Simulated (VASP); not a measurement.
Wanted: the native input for a VASP 6.6.1 run.

```yaml
Task: single point
Functional: PBEsol
Potentials_or_basis: VASP PAW PBE potentials, release 64 (Yb, Al)
Cutoff: 520 eV
k_mesh: 6 × 6 × 6
Occupations: methfessel-paxton, width 0.15 eV
Spin: no spin polarisation
Dipole_correction: no
Further_INCAR_settings: ALGO = Normal; EDIFF = 1e-06; NBANDS = 24
```

The structure of YbAl3 lies in POSCAR:

```
YbAl3
1.0
    4.2921000000      0.0000000000      0.0000000000
    0.0000000000      4.2921000000      0.0000000000
    0.0000000000      0.0000000000      4.2921000000
Yb Al
1 3
Direct
    0.0000000000      0.0000000000      0.0000000000
    0.0000000000      0.5000000000      0.5000000000
    0.5000000000      0.5000000000      0.0000000000
    0.5000000000      0.0000000000      0.5000000000
```

One way to write it, as run:

INCAR

```
PREC = Accurate
ENCUT = 520
EDIFF = 1E-6
ISMEAR = 1
SIGMA = 0.15
LREAL = F
LASPH = T
NELM = 60
ALGO = Normal
ISIF = 2
LWAVE = F
LCHARG = T
GGA = PS
LELF = T
LVHAR = T
NBANDS = 24
```

KPOINTS

```
Automatic mesh
0
Gamma
  6 6 6
```

Potentials or basis: VASP PAW PBE potentials, release 64 (Yb, Al).

The run is started by

```bash
$ cat potpaw_PBE.64/Yb/POTCAR potpaw_PBE.64/Al/POTCAR > POTCAR
$ mpirun -np 1 vasp_std > vasp.out
```

Results of the run:

```
Pressure : -4.9 GPa
```

Caveat: the PAW data sets were made with another functional, which shifts forces and pressure a little.

Run time: 35 s on 1 thread of Intel(R) Xeon(R) Platinum 8559C (Emerald Rapids), with other jobs on the host, peak memory 0.2 GiB.
